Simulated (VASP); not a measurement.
# Ba in VASP: further runs

The runs below take Ba through single point, with PBEsol.

Program: VASP 6.6.1. These are calculated values, not measurements. Logs are shortened: lines on timing, memory, paths and dates and some standing lists are left out, and cuts for length are marked.

**1. The cell of the first run**

It takes space group Im-3m (No. 229, cubic). The conventional cell has a = 5.400 Å, b = 5.400 Å, c = 5.400 Å, α = 90.00°, β = 90.00°, γ = 90.00°.

**2. Single point, PBEsol (strain +0.080 along x and y, +0.080 along z)**

INCAR reads:

```
PREC     = Accurate       # precision mode
ENCUT    = 520            # plane-wave cutoff, eV
EDIFF    = 1E-6           # SCF threshold, eV
ISMEAR   = 0              # smearing method
SIGMA    = 0.15           # smearing width, eV
LREAL    = F              # projectors in reciprocal space
LASPH    = T              # aspherical terms in the spheres
NELM     = 60             # most SCF steps
ALGO     = Normal         # electronic algorithm
ISIF     = 2              # what is computed and relaxed
LWAVE    = F              # write WAVECAR
LCHARG   = F              # write CHGCAR
GGA      = PS             # functional
NBANDS   = 11             # bands
```

KPOINTS reads:

```
Automatic mesh
0
Gamma
  14 14 14
```

POSCAR reads:

```
Ba
1.0
   -2.7000000000      2.7000000000      2.7000000000
    2.7000000000     -2.7000000000      2.7000000000
    2.7000000000      2.7000000000     -2.7000000000
Ba
1
Direct
    0.0000000000      0.0000000000      0.0000000000
```

Potentials or basis: VASP PAW PBE potentials, release 64 (Ba_sv).

Launch:

```
> cat potpaw_PBE.64/Ba_sv/POTCAR > POTCAR
> mpirun -np 1 vasp_std > vasp.out
```

OUTCAR:

```text
PREC = Accurate
   ENCUT = 520
   EDIFF = 1E-6
   ISMEAR = 0
   LREAL = F
   LASPH = T
   NELM = 60
   ISIF = 2
   GGA = PS

 ion  position               nearest neighbor table
   1  0.000  0.000  0.000-

  LATTYP: Found a body centered cubic cell.
 ALAT       =     5.4000000000

  Lattice vectors:

 A1 = (  -2.7000000000,   2.7000000000,   2.7000000000)
 A2 = (   2.7000000000,  -2.7000000000,   2.7000000000)
 A3 = (   2.7000000000,   2.7000000000,  -2.7000000000)

Analysis of symmetry for initial positions (statically):
=====================================================================
 Subroutine PRICEL returns:
 Original cell was already a primitive cell.

 Routine SETGRP: Setting up the symmetry group for a
 body centered cubic supercell.

 Subroutine GETGRP returns: Found 48 space group operations
 (whereof 48 operations were pure point group operations)
 out of a pool of 48 trial point group operations.

The static configuration has the point symmetry O_h .

Analysis of symmetry for dynamics (positions and initial velocities):
=====================================================================
 Subroutine PRICEL returns:
 Original cell was already a primitive cell.

 Routine SETGRP: Setting up the symmetry group for a
 body centered cubic supercell.

 Subroutine GETGRP returns: Found 48 space group operations
 (whereof 48 operations were pure point group operations)
 out of a pool of 48 trial point group operations.

The dynamic configuration has the point symmetry O_h .

 Subroutine INISYM returns: Found 48 space group operations
 (whereof 48 operations are pure point group operations),
 and found     1 'primitive' translations

----------------------------------------------------------------------------------------

                                     Primitive cell

  volume of cell :      78.7320

  direct lattice vectors                    reciprocal lattice vectors
    -2.700000000  2.700000000  2.700000000     0.000000000  0.185185185  0.185185185
     2.700000000 -2.700000000  2.700000000     0.185185185  0.000000000  0.185185185
     2.700000000  2.700000000 -2.700000000     0.185185185  0.185185185  0.000000000

  length of vectors
     4.676537180  4.676537180  4.676537180     0.261891400  0.261891400  0.261891400

  position of ions in fractional coordinates (direct lattice)
     0.000000000  0.000000000  0.000000000

  ion indices of the primitive-cell ions
   primitive index   ion index
                 1           1

----------------------------------------------------------------------------------------

 KPOINTS: Automatic mesh

Automatic generation of k-mesh.
 Grid dimensions read from file:
 generate k-points for:   14   14   14

 Generating k-lattice:

  Cartesian coordinates                     Fractional coordinates (reciprocal lattice)
     0.000000000  0.013227513  0.013227513     0.071428571  0.000000000  0.000000000
     0.013227513  0.000000000  0.013227513     0.000000000  0.071428571  0.000000000
     0.013227513  0.013227513  0.000000000     0.000000000  0.000000000  0.071428571

  Length of vectors
     0.018706529  0.018706529  0.018706529

  Shift w.r.t. Gamma in fractional coordinates (k-lattice)
     0.000000000  0.000000000  0.000000000

 Subroutine IBZKPT returns following result:
 ===========================================

 Found    104 irreducible k-points:

 Following reciprocal coordinates:
            Coordinates               Weight
  0.000000  0.000000  0.000000      1.000000
  0.071429  0.000000  0.000000     12.000000
  0.142857  0.000000  0.000000     12.000000
  0.214286  0.000000  0.000000     12.000000
  0.285714  0.000000  0.000000     12.000000
  0.357143  0.000000  0.000000     12.000000
[... 16 lines left out ...]
  0.285714  0.285714  0.000000     24.000000
  0.357143  0.285714  0.000000     24.000000
 [... further k-points ...]
   k-points           NKPTS =    104   k-points in BZ     NKDIM =    104   number of bands    NBANDS=     11
   number of dos      NEDOS =    301   number of ions     NIONS =      1
   total plane-waves  NPLWV =  46656
   dimension x,y,z NGX =    36 NGY =   36 NGZ =   36
   dimension x,y,z NGXF=    72 NGYF=   72 NGZF=   72
   ions per type =               1
   NGX,Y,Z   is equivalent  to a cutoff of  12.80, 12.80, 12.80 a.u.
   NGXF,Y,Z  is equivalent  to a cutoff of  25.60, 25.60, 25.60 a.u.
 SYSTEM =  unknown system
   PREC   = accura    normal or accurate (medium, high low for compatibility)
   ISTART =      0    job   : 0-new  1-cont  2-samecut
   ICHARG =      2    charge: 1-file 2-atom 10-const
   ISPIN  =      1    spin polarized calculation?
   LNONCOLLINEAR =      F non collinear calculations
   LSORBIT =      F    spin-orbit coupling
   LASPH  =      T    aspherical Exc in radial PAW
   ENCUT  =  520.0 eV  38.22 Ry    6.18 a.u.   8.70  8.70  8.70*2*pi/ulx,y,z
   NELM   =     60;   NELMIN=  2; NELMDL= -5     # of ELM steps
   EDIFF  = 0.1E-05   stopping-criterion for ELM
   LREAL  =      F    real-space projection
   EDIFFG = 0.1E-04   stopping-criterion for IOM
   NSW    =      0    number of steps for IOM
   IBRION =     -1    ionic relax: 0-MD 1-quasi-New 2-CG
   NFREE  =      0    steps in history (QN), initial steepest desc. (CG)
   ISIF   =      2    stress and relaxation
   ISYM   =      2    0-nonsym 1-usesym 2-fastsym
   POTIM  = 0.5000    time-step for ionic-motion
   TEBEG  =    0.0;   TEEND  =   0.0 temperature during run
   PSTRESS=    0.0 pullay stress
   NELECT =      10.0000    total number of electrons
   NUPDOWN=      -1.0000    fix difference up-down
   EMIN   =  10.00;   EMAX   =-10.00  energy-range for DOS
   EFERMI =   0.00;   METHOD = LEGACY
   ISMEAR =     0;   SIGMA  =   0.15  broadening in eV -4-tet -1-fermi 0-gaus
   EFERMI_NEDOS =   21; number of points for ismear=-14 and -15
   IALGO  =     38    algorithm
   IMIX   =      4    mixing-type and parameters
     AMIX     =   0.40;   BMIX     =  1.00
     AMIX_MAG =   1.60;   BMIX_MAG =  1.00
  volume/ion in A,a.u.               =      78.73       531.31
  Fermi-wavevector in a.u.,A,eV,Ry     =   0.822920  1.555094  9.213834  0.677198
  Thomas-Fermi vector in A             =   1.934340
   LORBIT       =      0    0 simple, 1 ext, 2 COOP (PROOUT), +10 PAW based schemes
   GGA     = PS    functional components
   LHFCALC =     F    Hartree Fock is set to
   AEXX    =    0.0000 exact exchange contribution
   IVDW    =     0    specifies the selected vdW correction
   LEPSILON=     F    determine dielectric tensor
   LRPA    =     F    only Hartree local field effects (RPA)
 non-spin polarized calculation
 Gauss-broadening in eV      SIGMA  =   0.15
  energy-cutoff  :      520.00
  volume of cell :       78.73
 maximum number of plane-waves:      2137
   NGX = 17   NGY = 17   NGZ = 17

 number of electron      10.0000000 magnetization

 Free energy of the ion-electron system (eV)
  ---------------------------------------------------
  ext. energy  EPLUGINS =         0.00000000
  ---------------------------------------------------
  free energy    TOTEN  =        -2.01997150 eV

  energy without entropy =       -2.00493408  energy(sigma->0) =       -2.01245279

 E-fermi :   0.8985     XC(G=0):  -6.8183

 val. band max:        0.8970759201   @ k =   0.2857   0.2857   0.0714
 cond. band min:       0.9054869933   @ k =   0.2857   0.2143   0.1429
 fundamental gap:      0.0084110732
 Fermi energy:         0.8984757262

 k-point     1 :       0.0000    0.0000    0.0000
  band No.  band energies     occupation
      1     -28.4014      2.00000
      2     -13.4140      2.00000
      3     -13.4140      2.00000
      4     -13.4140      2.00000
      5      -1.7296      2.00000
      6       2.4380      0.00000
      7       2.4380      0.00000
      8       2.4380      0.00000
      9       3.5900      0.00000
     10       3.5900      0.00000
     11       7.1947      0.00000

 k-point     2 :       0.0714    0.0000    0.0000
  band No.  band energies     occupation
      1     -28.4006      2.00000
      2     -13.4253      2.00000
      3     -13.4177      2.00000
      4     -13.4140      2.00000
      5      -1.6547      2.00000
      6       2.3786      0.00000
      7       2.4079      0.00000
      8       2.5128      0.00000
      9       3.4946      0.00000
     10       3.5874      0.00000
     11       7.2743      0.00000

 k-point     3 :       0.1429    0.0000    0.0000
  band No.  band energies     occupation
      1     -28.3985      2.00000
      2     -13.4565      2.00000
      3     -13.4280      2.00000
      4     -13.4140      2.00000
      5      -1.4372      2.00000
      6       2.2250      0.00000
      7       2.2777      0.00000
      8       2.7344      0.00000
      9       3.3533      0.00000
     10       3.5893      0.00000
     11       7.4383      0.00000

 k-point     4 :       0.2143    0.0000    0.0000
  band No.  band energies     occupation
      1     -28.3954      2.00000
      2     -13.5011      2.00000
      3     -13.4428      2.00000
      4     -13.4140      2.00000
      5      -1.1005      2.00000
      6       2.0287      0.00000
      7       2.0293      0.00000
      8       3.0951      0.00000
      9       3.3397      0.00000
     10       3.6166      0.00000
     11       7.3941      0.00000

 k-point     5 :       0.2857    0.0000    0.0000
  band No.  band energies     occupation
      1     -28.3919      2.00000
      2     -13.5496      2.00000
      3     -13.4592      2.00000
      4     -13.4140      2.00000
      5      -0.6899      2.00000
      6       1.7650      0.00000
      7       1.8388      0.00000
      8       3.4250      0.00000
      9       3.5789      0.00000
     10       3.6853      0.00000
     11       6.9655      0.00000
[... 211 lines left out ...]
 k-point    21 :       0.2857    0.2143    0.0000
  band No.  band energies     occupation
      1     -28.3858      2.00000
      2     -13.5953      2.00000
      3     -13.5045      2.00000
      4     -13.4358      2.00000
      5       0.3021      2.00000
      6       1.3227      0.00006
      7       1.5867      0.00000
      8       3.4223      0.00000
      9       3.8461      0.00000
     10       4.8430      0.00000
     11       5.4986      0.00000

 k-point    22 :       0.3571    0.2143    0.0000
  band No.  band energies     occupation
      1     -28.3846      2.00000
      2     -13.6013      2.00000
      3     -13.5190      2.00000
      4     -13.4369      2.00000
      5       0.5441      1.99917
      6       1.3364      0.00004
      7       1.4745      0.00000
      8       3.4387      0.00000
      9       3.9170      0.00000
     10       4.9090      0.00000
     11       5.4076      0.00000

 k-point    23 :       0.2857    0.2857    0.0000
  band No.  band energies     occupation
      1     -28.3845      2.00000
      2     -13.5895      2.00000
      3     -13.5314      2.00000
      4     -13.4399      2.00000
      5       0.6728      1.96667
      6       1.2318      0.00167
      7       1.4559      0.00000
      8       3.5679      0.00000
      9       3.7797      0.00000
     10       4.7818      0.00000
     11       5.4935      0.00000

 k-point    24 :       0.3571    0.2857    0.0000
  band No.  band energies     occupation
      1     -28.3840      2.00000
      2     -13.5810      2.00000
      3     -13.5477      2.00000
      4     -13.4412      2.00000
      5       0.8573      1.30181
      6       1.2750      0.00039
      7       1.2898      0.00022
      8       3.6237      0.00000
      9       3.8477      0.00000
     10       4.4697      0.00000
     11       5.8346      0.00000

 [... further k-points ...]
[... 5 lines left out ...]
  --------------------------------------------------------------------------------------
  -------------------------------------------------------------------------------------
  Total       -0.8750833     -0.8750833     -0.8750833     -0.0000000     -0.0000000      0.0000000
  in kB      -17.8077344    -17.8077344    -17.8077344     -0.0000000     -0.0000000      0.0000000
  external PRESSURE =     -17.8077344 kB  Pullay stress =       0.0000000 kB

 VOLUME and BASIS-vectors are now :
 -----------------------------------------------------------------------------
  energy-cutoff  :      520.00
  volume of cell :       78.73
      direct lattice vectors                 reciprocal lattice vectors
    -2.700000000  2.700000000  2.700000000     0.000000000  0.185185185  0.185185185
     2.700000000 -2.700000000  2.700000000     0.185185185  0.000000000  0.185185185
     2.700000000  2.700000000 -2.700000000     0.185185185  0.185185185  0.000000000

 POSITION                                       TOTAL-FORCE (eV/Angst)
 -----------------------------------------------------------------------------------
      0.00000      0.00000      0.00000         0.000000     -0.000000      0.000000
 -----------------------------------------------------------------------------------
    total drift:                               -0.000000      0.000000      0.000000

  FREE ENERGIE OF THE ION-ELECTRON SYSTEM (eV)
  ---------------------------------------------------
  free  energy   TOTEN  =        -2.0199715010 eV

  energy  without entropy=       -2.0049340761  energy(sigma->0) =       -2.01245279
```

Wall time 81 s (1 thread of Intel Xeon 8259CL, shared host); peak memory 0.25 GiB.

Results:

| Property | Result |
| --- | --- |
| Free energy | -2.0200 eV |
| Pressure | -1.8 GPa |
| Band gap on the k mesh | zero (bands 5 and 6 overlap by 0.55 eV) |

Levels at points of the mesh, in eV from the Fermi level:
```tsv
k point	band 3	band 4	band 5	band 6	band 7	band 8
(0.00, 0.00, 0.00)	-14.31	-14.31	-2.63	1.54	1.54	1.54
(0.50, 0.00, 0.00)	-14.39	-14.31	-0.80	0.65	0.71	2.57
(0.50, 0.50, 0.50)	-14.47	-14.47	-0.30	-0.30	3.36	3.36
```

Caveat: the cell differs from its parent crystal (strain +0.080 along x and y, +0.080 along z); the PAW data sets were made with another functional, which shifts forces and pressure a little; spin-orbit coupling is left out, which moves the levels of the heavy elements.

**3. Single point, PBEsol (strain -0.040 along x and y, -0.080 along z)**

INCAR reads:

```
SYSTEM = Ba
PREC = Accurate
ENCUT = 520
EDIFF = 1E-6
ISMEAR = 0
SIGMA = 0.15
LREAL = .False.
LASPH = .True.
NELM = 60
ALGO = Fast
ISIF = 2
LWAVE = .False.
LCHARG = .False.
GGA = PS
NBANDS = 11
```

KPOINTS reads:

```
Automatic mesh
0
Gamma
  14 14 14
  0 0 0
```

POSCAR reads:

```
Ba
1.0
   -2.4000000000      2.4000000000      2.3000000000
    2.4000000000     -2.4000000000      2.3000000000
    2.4000000000      2.4000000000     -2.3000000000
Ba
1
Direct
    0.0000000000      0.0000000000      0.0000000000
```

Potentials or basis: VASP PAW PBE potentials, release 64 (Ba_sv).

Launch:

```
> cat potpaw_PBE.64/Ba_sv/POTCAR > POTCAR
> mpirun -np 1 vasp_std > vasp.out
```

Run time: 3.1 min. Hardware: 1 thread of Intel Xeon 8259CL, shared host; peak memory 0.27 GiB.

Results (log left out):

```
Free energy            : -2.1363 eV
Pressure               : 1.1 GPa
Band gap on the k mesh : zero (bands 5 and 6 overlap by 1.34 eV)
```

Stress tensor (GPa, compression positive):
```
1.01 0.00 0.00
0.00 1.01 0.00
0.00 0.00 1.31
```

Levels at points of the mesh, in eV from the Fermi level:
```csv
k point,band 2,band 3,band 4,band 5,band 6,band 7,band 8,band 9
"(0.00, 0.00, 0.00)",-13.38,-13.38,-13.38,-2.81,1.81,2.12,2.12,3.46
"(0.50, 0.00, 0.00)",-14.17,-13.63,-13.40,-1.02,0.54,1.95,3.80,4.58
"(0.50, 0.50, 0.00)",-14.18,-13.61,-13.37,-1.03,0.86,1.78,3.45,4.26
"(0.50, 0.50, 0.50)",-13.94,-13.94,-13.87,-0.84,-0.76,5.12,5.12,5.57
```

Caveat: the cell differs from its parent crystal (strain -0.040 along x and y, -0.080 along z); the PAW data sets were made with another functional, which shifts forces and pressure a little; spin-orbit coupling is left out, which moves the levels of the heavy elements.

(Part 1 of 2 ends here.)
